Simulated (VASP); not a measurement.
Crystal: MgS.

```
CELL_PARAMETERS angstrom
0.00000 2.83088 2.83088
2.83088 0.00000 2.83088
2.83088 2.83088 0.00000
ATOMIC_POSITIONS crystal
Mg 0.00000 0.00000 0.00000
S 0.25000 0.25000 0.25000
```

Program: VASP 6.6.1. Alike in all runs: task single point; potentials or basis VASP PAW PBE potentials, release 64 (Mg, S); no spin polarisation; cell as given; k mesh 6 × 6 × 6; cutoff (eV) 520; smearing gaussian 0.01 eV. Hardware: 1 thread of Intel(R) Xeon(R) 6975P-C (Granite Rapids), on a shared host.

Q: Order these runs on this cell by their wall time, lowest first.
A. level PBE0; grid for exact exchange (PRECFOCK) Normal
B. level PBE
C. level r2SCAN

A: B (8.5 s), C (46 s), A (780 s).
